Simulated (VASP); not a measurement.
# Ge2Sb2Te5 (P-3m1) in VASP: notebook, part 2 of 2

VASP 6.6.1.

## Step 3: Single point, r2SCAN

This run uses another cell than the first one, of 30.87 Å³/atom.

POSCAR reads:

```
Ge2Sb2Te5
1.0
    4.2674259436      0.0000000000      0.0000000000
   -2.1337129718      3.6956992759      0.0000000000
    0.0000000000      0.0000000000     17.6145095667
Ge Sb Te
2 2 5
Direct
    0.3333333333      0.6666666667      0.9022567860
    0.6666666667      0.3333333333      0.0977432140
    0.0000000000      0.0000000000      0.6917067466
    0.0000000000      0.0000000000      0.3082932534
    0.0000000000      0.0000000000      0.0000000000
    0.6666666667      0.3333333333      0.8069125069
    0.3333333333      0.6666666667      0.1930874931
    0.3333333333      0.6666666667      0.5951735015
    0.6666666667      0.3333333333      0.4048264985
```

INCAR.step1 reads:

```
ALGO = Normal
EDIFF = 1E-4
ENCUT = 520
GGA = PE
ISMEAR = 0
LASPH = True
LCHARG = False
LREAL = False
LWAVE = True
NBANDS = 44
NELM = 80
PREC = Accurate
SIGMA = 0.01
```

INCAR.step2 reads:

```
ALGO = Normal
EDIFF = 1E-6
ENCUT = 520
ISIF = 2
ISMEAR = 0
ISTART = 1
LASPH = True
LCHARG = False
LMIXTAU = True
LREAL = False
LWAVE = False
METAGGA = R2SCAN
NBANDS = 44
NELM = 80
PREC = Accurate
SIGMA = 0.01
```

KPOINTS reads:

```
k-points
0
Gamma
  9 9 2
```

Potentials or basis: VASP PAW PBE potentials, release 64 (Ge_d, Sb, Te).

Launch:

```sh
$ cat potpaw_PBE.64/Ge_d/POTCAR potpaw_PBE.64/Sb/POTCAR potpaw_PBE.64/Te/POTCAR > POTCAR
$ cp INCAR.step1 INCAR
$ mpirun -np 1 vasp_std > vasp.out
$ cp INCAR.step2 INCAR
$ mpirun -np 1 vasp_std > vasp.out
```

OUTCAR:

```text
EDIFF = 1E-6
   ENCUT = 520
   ISIF = 2
   ISMEAR = 0
   ISTART = 1
   LASPH = True
   LREAL = False
   METAGGA = R2SCAN
   NELM = 80
   PREC = Accurate

 ion  position               nearest neighbor table
   1  0.333  0.667  0.902-   6 2.98   6 2.98   6 2.98   5 3.01   5 3.01   5 3.01
   2  0.667  0.333  0.098-   7 2.98   7 2.98   7 2.98   5 3.01   5 3.01   5 3.01
   3  0.000  0.000  0.692-   8 2.99   8 2.99   8 2.99   6 3.19   6 3.19   6 3.19
   4  0.000  0.000  0.308-   9 2.99   9 2.99   9 2.99   7 3.19   7 3.19   7 3.19
   5  0.000  0.000  0.000-   1 3.01   2 3.01   1 3.01   2 3.01   2 3.01   1 3.01
   6  0.667  0.333  0.807-   1 2.98   1 2.98   1 2.98   3 3.19   3 3.19   3 3.19
   7  0.333  0.667  0.193-   2 2.98   2 2.98   2 2.98   4 3.19   4 3.19   4 3.19
   8  0.333  0.667  0.595-   3 2.99   3 2.99   3 2.99
   9  0.667  0.333  0.405-   4 2.99   4 2.99   4 2.99

  LATTYP: Found a hexagonal cell.
 ALAT       =     4.2674259436
 C/A-ratio  =     4.1276661387

  Lattice vectors:

 A1 = (   4.2674259436,   0.0000000000,   0.0000000000)
 A2 = (  -2.1337129718,   3.6956992759,   0.0000000000)
 A3 = (   0.0000000000,   0.0000000000,  17.6145095667)

Analysis of symmetry for initial positions (statically):
=====================================================================
 Subroutine PRICEL returns:
 Original cell was already a primitive cell.

 Routine SETGRP: Setting up the symmetry group for a
 hexagonal supercell.

 Subroutine GETGRP returns: Found 12 space group operations
 (whereof 12 operations were pure point group operations)
 out of a pool of 24 trial point group operations.

The static configuration has the point symmetry D_3d.

Analysis of symmetry for dynamics (positions and initial velocities):
=====================================================================
 Subroutine PRICEL returns:
 Original cell was already a primitive cell.
[... 145 lines left out ...]
   LORBIT       =      0    0 simple, 1 ext, 2 COOP (PROOUT), +10 PAW based schemes
   METAGGA = R2SCAN    functional components
   LHFCALC =     F    Hartree Fock is set to
   AEXX    =    0.0000 exact exchange contribution
   IVDW    =     0    specifies the selected vdW correction
   LEPSILON=     F    determine dielectric tensor
   LRPA    =     F    only Hartree local field effects (RPA)
 non-spin polarized calculation
 Gauss-broadening in eV      SIGMA  =   0.01
  energy-cutoff  :      520.00
  volume of cell :      277.80
 maximum number of plane-waves:      7518
 NGX is ok and might be reduce to    32
   NGX = 15   NGY = 15   NGZ = 65

 number of electron      67.9999999 magnetization

 Free energy of the ion-electron system (eV)
  ---------------------------------------------------
  ext. energy  EPLUGINS =         0.00000000
  ---------------------------------------------------
  free energy    TOTEN  =      -206.92434908 eV

  energy without entropy =     -206.92434908  energy(sigma->0) =     -206.92434908

 E-fermi :   5.8054     XC(G=0):  -9.8101

 val. band max:        5.7496226686   @ k =   0.0000   0.0000   0.0000
 cond. band min:       6.3169913289   @ k =   0.0000   0.0000   0.0000
 fundamental gap:      0.5673686603
 Fermi energy:         5.8054296904

 k-point     1 :       0.0000    0.0000    0.0000
  band No.  band energies     occupation
      1     -19.7545      2.00000
      2     -19.7545      2.00000
      3     -19.7537      2.00000
      4     -19.7537      2.00000
      5     -19.7463      2.00000
      6     -19.7460      2.00000
[... 1117 lines left out ...]
     43      10.1990      0.00000
     44      11.2531      0.00000

------------------------ aborting loop because EDIFF is reached ----------------------------------------

  FORCE on cell =-STRESS in cart. coord.  units (eV):
  Direction    XX          YY          ZZ          XY          YZ          ZX
  --------------------------------------------------------------------------------------
  -------------------------------------------------------------------------------------
  Total       -0.0924904     -0.0924904     -0.0679200      0.0000000      0.0000000     -0.0000000
  in kB       -0.5334257     -0.5334257     -0.3917191      0.0000000      0.0000000     -0.0000000
  external PRESSURE =      -0.4861902 kB  Pullay stress =       0.0000000 kB

 VOLUME and BASIS-vectors are now :
 -----------------------------------------------------------------------------
  energy-cutoff  :      520.00
  volume of cell :      277.80
      direct lattice vectors                 reciprocal lattice vectors
     4.267425944  0.000000000  0.000000000     0.234333299  0.135292393  0.000000000
    -2.133712972  3.695699276  0.000000000     0.000000000  0.270584787  0.000000000
     0.000000000  0.000000000 17.614509567     0.000000000  0.000000000  0.056771379

 POSITION                                       TOTAL-FORCE (eV/Angst)
 -----------------------------------------------------------------------------------
     -0.00000      2.46380     15.89281        -0.000000     -0.000000     -0.001028
      2.13371      1.23190      1.72170         0.000000      0.000000      0.001028
      0.00000      0.00000     12.18408         0.000000     -0.000000      0.024677
      0.00000      0.00000      5.43043         0.000000      0.000000     -0.024677
      0.00000      0.00000      0.00000         0.000000     -0.000000      0.000000
      2.13371      1.23190     14.21337         0.000000     -0.000000     -0.009089
     -0.00000      2.46380      3.40114         0.000000     -0.000000      0.009089
     -0.00000      2.46380     10.48369        -0.000000      0.000000     -0.014874
      2.13371      1.23190      7.13082         0.000000     -0.000000      0.014874
 -----------------------------------------------------------------------------------
    total drift:                                0.000000     -0.000000      0.000000

  FREE ENERGIE OF THE ION-ELECTRON SYSTEM (eV)
  ---------------------------------------------------
  free  energy   TOTEN  =      -206.9243490767 eV

  energy  without entropy=     -206.9243490767  energy(sigma->0) =     -206.92434908
```

OUTCAR.step1:

```text
EDIFF = 1E-4
   ENCUT = 520
   GGA = PE
   ISMEAR = 0
[... 1375 lines left out ...]
      2.13371      1.23190     14.21337        -0.000000      0.000000     -0.027430
     -0.00000      2.46380      3.40114        -0.000000      0.000000      0.027430
     -0.00000      2.46380     10.48369        -0.000000     -0.000000     -0.149905
      2.13371      1.23190      7.13082        -0.000000      0.000000      0.149905
 -----------------------------------------------------------------------------------
    total drift:                                0.000000     -0.000000      0.000000

  FREE ENERGIE OF THE ION-ELECTRON SYSTEM (eV)
  ---------------------------------------------------
  free  energy   TOTEN  =       -33.9862590655 eV

  energy  without entropy=      -33.9862590655  energy(sigma->0) =      -33.98625907
```

Run time: 14 min. Hardware: 1 thread of AMD EPYC 9R45 (Zen 5), shared host; peak memory 0.54 GiB.

What came out:

```
Free energy            : -206.9243 eV
Pressure               : 0.0 GPa
Largest force          : 0.025 eV/Å
Band gap on the k mesh : 0.57 eV
```

Forces in eV/Å, atoms in the order of the input:
```
Ge   0.000  0.000 -0.001
Ge   0.000  0.000  0.001
Sb   0.000  0.000  0.025
Sb   0.000  0.000 -0.025
Te   0.000  0.000  0.000
Te   0.000  0.000 -0.009
Te   0.000  0.000  0.009
Te   0.000  0.000 -0.015
Te   0.000  0.000  0.015
```

Caveat: semilocal functionals underestimate gaps, and a narrow one can read as zero; the PAW data sets were made with another functional, which shifts forces and pressure a little; spin-orbit coupling is left out, which moves the levels of the heavy elements.
